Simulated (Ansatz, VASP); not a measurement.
## One calculation of Cl, two programs

```
CELL_PARAMETERS angstrom
3.14500 -2.25000 0.00000
3.14500 2.25000 0.00000
0.00000 0.00000 8.21000
ATOMIC_POSITIONS crystal
Cl 0.37000 0.63000 0.40000
Cl 0.13000 0.87000 0.90000
Cl 0.63000 0.37000 0.60000
Cl 0.87000 0.13000 0.10000
```

Alike in both runs: task single point; functional PBE-based screened hybrid with a share of 0.25 of exact exchange and HFSCREEN = 0.2078699; k mesh 4 × 4 × 2; occupations fermi-dirac, width 0.05 eV; no spin polarisation.

|  | VASP | Ansatz |
| --- | --- | --- |
| version | VASP 6.6.1 | Ansatz 0.2.0 |
| potentials or method | VASP PAW PBE potentials, release 64 (Cl) | Ansatz PAW |
| plane-wave cutoff (eV) | 520 | 420 |
| valence electrons in the cell | 28 | 28 |

```csv
,VASP,Ansatz,Ansatz less VASP
gap on the k mesh at the Fermi level (eV),4.15,4.10,-0.042
least direct gap on the mesh (eV),4.24,4.19,-0.043
pressure (GPa),-0.9,-0.4,+0.48
"traceless stress, the component that is largest in VASP (GPa)",1.88,1.46,-0.418
rms of the force components (eV/Å),0.487,0.353,-0.1333
```

VASP's potentials were made for PBE, not for PBE-based screened hybrid. Atom by atom the forces differ by 0.134 eV/Å (rms over components).

The k mesh is coarse, so the values compare programs but aren't converged.
